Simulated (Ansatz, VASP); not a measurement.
One calculation of NaH, two programs

```
Na H
1.0
     5.59116    0.00000    0.00000
    -2.79558    4.84209    0.00000
     0.00000    0.00000    2.75190
Na H
2 2
Direct
  0.33333 0.66667 0.00000
  0.66667 0.33333 0.00000
  0.00000 0.00000 0.00000
  0.00000 0.00000 0.50000
```

Alike in both runs: functional PBE; k mesh 12 × 12 × 16; occupations gaussian, width 0.1 eV; no spin polarisation.

Ansatz relaxed the structure, and its values are those at the end. VASP's run is a single point on that final structure, the one shown.

|  | VASP | Ansatz |
| --- | --- | --- |
| version | VASP 6.6.1 | Ansatz 0.2.0 |
| potentials or method | VASP PAW PBE potentials, release 64 (Na_pv, H), cutoff 500 eV | scalar-relativistic, plane waves, PAW |
| valence electrons in the cell | 16 | 20 |

```csv
,VASP,Ansatz,Ansatz less VASP
gap on the k mesh at the Fermi level (eV),none,none,-
pressure (GPa),-0.1,0.0,+0.07
```

A gap of «none» marks a metal or a gap that the smearing closes. With one functional, cell and mesh, what is left measures potentials, basis and numerics. VASP's potentials hold 16 valence electrons a cell and Ansatz's 20, so a difference there can come from the potentials and not from the codes.
